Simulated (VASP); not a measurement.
Set up this calculation in VASP 6.6.1, as the native input.

| Quantity | Value |
| --- | --- |
| Task | relaxation of cell and atoms |
| Functional | PBE |
| Potentials or basis | VASP PAW PBE potentials, release 64 (Sb, Se) |
| Cutoff | 600 eV |
| k mesh | 12 × 12 × 8 |
| Occupations | gaussian, width 0.1 eV |
| Spin | no spin polarisation |
| Dipole correction | no |
| Further INCAR settings | ALGO = Normal; EDIFF = 1e-07; IBRION = 2; EDIFFG = -0.01; NSW = 100; ISIF = 3 |

The structure of SbSe lies in POSCAR:

```
SbSe
1.0
    5.0631726661      0.0000000000      0.0000000000
   -2.5315863330      4.3848361526      0.0000000000
    0.0000000000      0.0000000000      5.9322181658
Sb Se
2 2
Direct
    0.3333333333      0.6666666667      0.7500000000
    0.6666666667      0.3333333333      0.2500000000
    0.3333333333      0.6666666667      0.2500000000
    0.6666666667      0.3333333333      0.7500000000
```

These files were run (other wordings do the same):

INCAR

```
SYSTEM = SbSe
ALGO     = Normal         ! electronic algorithm
EDIFF    = 1E-7           ! SCF threshold, eV
EDIFFG   = -0.01          ! ionic threshold
ENCUT    = 600            ! plane-wave cutoff, eV
GGA      = PE             ! functional
IBRION   = 2              ! ionic algorithm
ISIF     = 3              ! what is computed and relaxed
ISMEAR   = 0              ! smearing method
LASPH    = .TRUE.         ! aspherical terms in the spheres
LCHARG   = .FALSE.        ! write CHGCAR
LREAL    = .FALSE.        ! projectors in reciprocal space
LWAVE    = .FALSE.        ! write WAVECAR
NELM     = 100            ! most SCF steps
NSW      = 100            ! ionic steps
PREC     = Accurate       ! precision mode
SIGMA    = 0.1            ! smearing width, eV
```

KPOINTS

```
k-points
0
G
  12 12 8
  0 0 0
```

Potentials or basis: VASP PAW PBE potentials, release 64 (Sb, Se).

Launch:

```bash
$ cat potpaw_PBE.64/Sb/POTCAR potpaw_PBE.64/Se/POTCAR > POTCAR
$ mpirun -np 1 vasp_std > vasp.out
```

It gave:

```json
{"Relaxed volume": "32.95 Å³/atom", "Relaxed cell": "a = 5.039 Å, b = 5.039 Å, c = 5.995 Å, α = 90.00°, β = 90.00°, γ = 120.00°", "Space group after relaxing (to 0.1 Å)": "P6_3/mmc (No. 194)", "Energy gained by relaxing": "0.4 meV/atom", "Ionic steps": "8", "Pressure after relaxing": "0.0 GPa", "Band gap on the k mesh": "zero (bands 11 and 12 overlap by 1.48 eV)"}
```

Caveat: spin-orbit coupling is left out, which moves the levels of the heavy elements.

Wall time 5.2 min on 1 thread of Intel(R) Xeon(R) 6975P-C (Granite Rapids), with other jobs on the host, peak memory 0.45 GiB.
